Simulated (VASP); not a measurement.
# InSb (I-4m2) in VASP: a series of runs, part 2 of 2

VASP 6.6.1. The steps go on from the part before.

**4. Single point, PBEsol (strain +0.0400 x Voigt [0, 0, 1, 0, 0, 0])**

INCAR

```
  PREC = Accurate
  ENCUT = 520
  EDIFF = 1E-6
  ISMEAR = 0
  SIGMA = 0.15
  LREAL = False
  LASPH = True
  NELM = 100
  ALGO = Normal
  ISIF = 2
  LWAVE = False
  LCHARG = False
  GGA = PS
  NBANDS = 16
```

KPOINTS

```
regular mesh
0
Gamma
  12 12 12
```

POSCAR

```
InSb
1.0
    0.0000000000      3.2391000000      3.3686640000
    3.2391000000      0.0000000000      3.3686640000
    3.2391000000      3.2391000000      0.0000000000
In Sb
1 1
Direct
    0.0000000000      0.0000000000      0.0000000000
    0.7500000000      0.7500000000      0.7500000000
```

Potentials or basis: VASP PAW PBE potentials, release 64 (In_d, Sb).

On the command line:

```console
> cat potpaw_PBE.64/In_d/POTCAR potpaw_PBE.64/Sb/POTCAR > POTCAR
> mpirun -np 1 vasp_std > vasp.out
```

OUTCAR:

```text
PREC = Accurate
   ENCUT = 520
   EDIFF = 1E-6
   ISMEAR = 0
   LREAL = False
   LASPH = True
   NELM = 100
   ISIF = 2
   GGA = PS

 ion  position               nearest neighbor table
   1  0.000  0.000  0.000-   2 2.84   2 2.84   2 2.84   2 2.84
   2  0.750  0.750  0.750-   1 2.84   1 2.84   1 2.84   1 2.84

  LATTYP: Found a body centered tetragonal cell.
 ALAT       =     4.5807791499
 C/A-ratio  =     1.4707821049

  Lattice vectors:

 A1 = (  -3.2391000000,   0.0000000000,   3.3686640000)
 A2 = (   3.2391000000,   0.0000000000,   3.3686640000)
 A3 = (   0.0000000000,   3.2391000000,  -3.3686640000)

Analysis of symmetry for initial positions (statically):
=====================================================================
 Subroutine PRICEL returns:
 Original cell was already a primitive cell.

 Routine SETGRP: Setting up the symmetry group for a
 body centered tetragonal supercell.

 Subroutine GETGRP returns: Found  8 space group operations
 (whereof  8 operations were pure point group operations)
 out of a pool of 16 trial point group operations.

The static configuration has the point symmetry D_2d.

Analysis of symmetry for dynamics (positions and initial velocities):
=====================================================================
 Subroutine PRICEL returns:
 Original cell was already a primitive cell.

 Routine SETGRP: Setting up the symmetry group for a
 body centered tetragonal supercell.

 Subroutine GETGRP returns: Found  8 space group operations
 (whereof  8 operations were pure point group operations)
 out of a pool of 16 trial point group operations.

The dynamic configuration has the point symmetry D_2d.

 Subroutine INISYM returns: Found  8 space group operations
 (whereof  8 operations are pure point group operations),
 and found     1 'primitive' translations

----------------------------------------------------------------------------------------

[... 111 lines left out ...]
     AMIX     =   0.40;   BMIX     =  1.00
     AMIX_MAG =   1.60;   BMIX_MAG =  1.00
  volume/ion in A,a.u.               =      35.34       238.51
  Fermi-wavevector in a.u.,A,eV,Ry     =   1.037656  1.960886 14.649809  1.076731
  Thomas-Fermi vector in A             =   2.172104
   LORBIT       =      0    0 simple, 1 ext, 2 COOP (PROOUT), +10 PAW based schemes
   GGA     = PS    functional components
   LHFCALC =     F    Hartree Fock is set to
   AEXX    =    0.0000 exact exchange contribution
   IVDW    =     0    specifies the selected vdW correction
   LEPSILON=     F    determine dielectric tensor
   LRPA    =     F    only Hartree local field effects (RPA)
 non-spin polarized calculation
 Gauss-broadening in eV      SIGMA  =   0.15
  energy-cutoff  :      520.00
  volume of cell :       70.69
 maximum number of plane-waves:      1924
   NGX = 17   NGY = 17   NGZ = 17

 number of electron      18.0000001 magnetization

 Free energy of the ion-electron system (eV)
  ---------------------------------------------------
  ext. energy  EPLUGINS =         0.00000000
  ---------------------------------------------------
  free energy    TOTEN  =        -7.69087561 eV

  energy without entropy =       -7.69060510  energy(sigma->0) =       -7.69074036

 E-fermi :   4.7112     XC(G=0):  -8.7062

 val. band max:        4.6262575743   @ k =   0.0000   0.0000   0.0000
 cond. band min:       4.9505667209   @ k =   0.5000   0.0000   0.0000
 fundamental gap:      0.3243091467
 Fermi energy:         4.7111669464

 k-point     1 :       0.0000    0.0000    0.0000
  band No.  band energies     occupation
      1      -9.9057      2.00000
      2      -9.8977      2.00000
      3      -9.8977      2.00000
      4      -9.8274      2.00000
      5      -9.8222      2.00000
      6      -5.9448      2.00000
[... 433 lines left out ...]
      3      -9.8767      2.00000
      4      -9.8278      2.00000
      5      -9.8214      2.00000
      6      -4.5262      2.00000
[... 8 lines left out ...]
     15      12.6827      0.00000
     16      12.8862      0.00000

 [... further k-points ...]

------------------------ aborting loop because EDIFF is reached ----------------------------------------

  FORCE on cell =-STRESS in cart. coord.  units (eV):
  Direction    XX          YY          ZZ          XY          YZ          ZX
  --------------------------------------------------------------------------------------
  -------------------------------------------------------------------------------------
  Total       -0.1951982     -0.1951982     -0.7136391      0.0000000      0.0000000      0.0000000
  in kB       -4.4243547     -4.4243547    -16.1753165      0.0000000      0.0000000      0.0000000
  external PRESSURE =      -8.3413419 kB  Pullay stress =       0.0000000 kB

 VOLUME and BASIS-vectors are now :
 -----------------------------------------------------------------------------
  energy-cutoff  :      520.00
  volume of cell :       70.69
      direct lattice vectors                 reciprocal lattice vectors
     0.000000000  3.239100000  3.368664000    -0.154363867  0.154363867  0.148426795
     3.239100000  0.000000000  3.368664000     0.154363867 -0.154363867  0.148426795
     3.239100000  3.239100000  0.000000000     0.154363867  0.154363867 -0.148426795

 POSITION                                       TOTAL-FORCE (eV/Angst)
 -----------------------------------------------------------------------------------
      0.00000      0.00000      0.00000        -0.000000     -0.000000      0.000000
      4.85865      4.85865      5.05300         0.000000      0.000000      0.000000
 -----------------------------------------------------------------------------------
    total drift:                                0.000000      0.000000     -0.000000

  FREE ENERGIE OF THE ION-ELECTRON SYSTEM (eV)
  ---------------------------------------------------
  free  energy   TOTEN  =        -7.6908756148 eV

  energy  without entropy=       -7.6906050980  energy(sigma->0) =       -7.69074036
```

OSZICAR:

```text
N       E                     dE             d eps       ncg     rms          rms(c)
DAV:   1     0.112174732839E+03    0.11217E+03   -0.78556E+03  5216   0.111E+03
DAV:   2    -0.607182955622E+00   -0.11278E+03   -0.10922E+03  5808   0.277E+02
DAV:   3    -0.762093819947E+01   -0.70138E+01   -0.69881E+01  6680   0.719E+01
DAV:   4    -0.781800914569E+01   -0.19707E+00   -0.19703E+00  6576   0.139E+01
DAV:   5    -0.782789582805E+01   -0.98867E-02   -0.98866E-02  8000   0.251E+00    0.379E+00
DAV:   6    -0.771216569186E+01    0.11573E+00   -0.17344E-01  7632   0.666E+00    0.215E+00
DAV:   7    -0.769121020705E+01    0.20955E-01   -0.62733E-02  7104   0.252E+00    0.586E-01
DAV:   8    -0.769045825339E+01    0.75195E-03   -0.71829E-03  6920   0.957E-01    0.238E-01
DAV:   9    -0.769087688732E+01   -0.41863E-03   -0.82711E-04  6408   0.250E-01    0.804E-02
DAV:  10    -0.769085462511E+01    0.22262E-04   -0.44491E-05  7112   0.475E-02    0.348E-02
DAV:  11    -0.769087507257E+01   -0.20447E-04   -0.35441E-05  6216   0.492E-02    0.227E-02
DAV:  12    -0.769087561485E+01   -0.54228E-06   -0.10743E-06  5104   0.828E-03
   1 F= -.76908756E+01 E0= -.76907404E+01  d E =-.270517E-03
```

stdout:

```text
POSCAR found type information on POSCAR InSb
 POSCAR found :  2 types and       2 ions
 scaLAPACK will be used
 -----------------------------------------------------------------------------
|                                                                             |
|                                                                             |
|     You enforced a specific xc type in the INCAR file but a different       |
|     I HOPE YOU KNOW WHAT YOU ARE DOING!                                     |
|                                                                             |
 -----------------------------------------------------------------------------

 LDA part: xc-table for (Slater+PW92), standard interpolation
 POSCAR, INCAR and KPOINTS ok, starting setup
 FFT: planning ... GRIDC
 FFT: planning ... GRID_SOFT
 FFT: planning ... GRID
 WAVECAR not read
 entering main loop
```

Wall time 3.9 min (1 thread of Intel Xeon 8259CL, shared host); peak memory 0.35 GiB.

What came out:

- Free energy: -7.6909 eV
- Pressure: -0.8 GPa
- Band gap on the k mesh: zero (filled and empty bands touch)

Stress tensor (GPa, compression positive):
```
-0.44  0.00  0.00
 0.00 -0.44  0.00
 0.00  0.00 -1.62
```

Caveat: the cell differs from its parent crystal (strain +0.0400 x Voigt [0, 0, 1, 0, 0, 0]); semilocal functionals underestimate gaps, and a narrow one can read as zero; the PAW data sets were made with another functional, which shifts forces and pressure a little; spin-orbit coupling is left out, which moves the levels of the heavy elements.

**5. Overview**

| cell | gap on the mesh (eV) | pressure (GPa) |
| --- | --- | --- |
| a = 4.650, b = 4.650, c = 4.581 Å, angles 60.5, 60.5, 59.0°, 2 atoms | none | -0.4 |
| a = 4.662, b = 4.662, c = 4.581 Å, angles 60.6, 60.6, 58.9°, 2 atoms | none | -0.6 |
| a = 4.673, b = 4.673, c = 4.581 Å, angles 60.7, 60.7, 58.7°, 2 atoms | none | -0.8 |

Alike in all rows: task single point; level PBEsol; potentials or basis VASP PAW PBE potentials, release 64 (In_d, Sb); no spin polarisation; k mesh 12 × 12 × 12; cutoff (eV) 520; smearing gaussian 0.15 eV.

Caveats: semilocal functionals underestimate gaps, and a narrow one can read as zero; the PAW data sets were made with another functional, which shifts forces and pressure a little; spin-orbit coupling is left out, which moves the levels of the heavy elements.

Absolute energies hang on the potentials; compare differences alone.

The gap in the log of VASP goes by the Fermi energy; the results here count the filled bands.